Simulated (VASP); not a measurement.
Wanted: the native input for a VASP 6.6.1 run.

```
Task                   : relaxation of the atoms
Functional             : PBE
Potentials or basis    : VASP PAW PBE potentials, release 64 (Pt)
Cutoff                 : 520 eV
k mesh                 : 5 × 5 × 5
Occupations            : gaussian, width 0.1 eV
Spin                   : no spin polarisation
Dipole correction      : no
Further INCAR settings : LREAL = Auto; ALGO = Normal; EDIFF = 1e-06; IBRION = 2; EDIFFG = -0.025; NSW = 65
```

The structure of Pt (a cell with a defect) lies in POSCAR:

```
Pt
1.0
    3.9702306987     -3.9702306987      3.9702306987
   -3.9702306987     -3.9702306987     -3.9702306987
    3.9702306987      3.9702306987     -3.9702306987
Pt
15
Direct
    0.7500000000      0.7500000000      0.5000000000
    0.7500000000      0.5000000000      0.7500000000
    0.0000000000      0.7500000000      0.2500000000
    0.0000000000      0.5000000000      0.5000000000
    0.0000000000      0.2500000000      0.7500000000
    0.2500000000      0.7500000000      0.0000000000
    0.2500000000      0.5000000000      0.2500000000
    0.2500000000      0.2500000000      0.5000000000
    0.2500000000      0.0000000000      0.7500000000
    0.5000000000      0.5000000000      0.0000000000
    0.5000000000      0.2500000000      0.2500000000
    0.5000000000      0.0000000000      0.5000000000
    0.7500000000      0.2500000000      0.0000000000
    0.7500000000      0.0000000000      0.2500000000
    0.0000000000      0.0000000000      0.0000000000
```

This cell differs from its parent crystal: atoms taken out.

The input as run:

INCAR

```
ALGO = Normal ; EDIFF = 1E-6
EDIFFG = -0.025 ; ENCUT = 520
GGA = PE ; IBRION = 2
ISIF = 2 ; ISMEAR = 0
LASPH = T ; LCHARG = F
LREAL = Auto ; LUSENCCL = F
LWAVE = F ; NELM = 80
NSW = 65 ; PREC = Accurate
SIGMA = 0.1
```

KPOINTS

```
k-points
0
Gamma
  5 5 5
```

Potentials or basis: VASP PAW PBE potentials, release 64 (Pt).

Command:

```sh
$ cat potpaw_PBE.64/Pt/POTCAR > POTCAR
$ mpirun -np 1 vasp_std > vasp.out
```

It gave:

```
Energy gained by relaxing    : 6.8 meV/atom
Ionic steps                  : 3
Pressure after relaxing      : -6.3 GPa
Largest force after relaxing : 0.017 eV/Å
Band gap on the k mesh       : zero (bands 75 and 76 overlap by 0.67 eV)
```

Caveat: the cell differs from its parent crystal (atoms taken out); spin-orbit coupling is left out, which moves the levels of the heavy elements.

It took 110 s on 1 × NVIDIA H100 80GB with 1 thread of AMD EPYC 7R13 Processor (Zen 3) (shared host), peak memory 1.5 GiB.
